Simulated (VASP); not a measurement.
Cl, 4 atoms in the cell. Symmetry: Cmce, No. 64, orthorhombic system. Conventional cell: a = 6.626 Å, b = 4.179 Å, c = 8.309 Å, α = 90.00°, β = 90.00°, γ = 90.00°. Within 2.7 Å of Cl (site symmetry m) lie 1 Cl at 2.01 Å. 

- Program: VASP 6.6.1
- Task: single point
- Functional: r2SCAN
- Potentials or basis: VASP PAW PBE potentials, release 64 (Cl)
- Cutoff: 520 eV
- k mesh: 6 × 6 × 4
- Occupations: gaussian, width 0.02 eV
- Spin: no spin polarisation
- Dipole correction: no
- Further INCAR settings: ALGO = Normal; EDIFF = 1e-07; NBANDS = 22

Potentials or basis: VASP PAW PBE potentials, release 64 (Cl).

Command:

```sh
$ cat potpaw_PBE.64/Cl/POTCAR > POTCAR
$ cp INCAR.step1 INCAR
$ mpirun -np 1 vasp_std > vasp.out
$ cp INCAR.step2 INCAR
$ mpirun -np 1 vasp_std > vasp.out
```

Hardware: 1 thread of Oxide Virtual Turin-like Processor, on a shared host.

**Question.** How long does it take, and how much memory?

**Answer.** Wall time 8.4 min on 1 thread of Oxide Virtual Turin-like Processor, on a shared host, peak memory 0.22 GiB. Counts: k points 39.
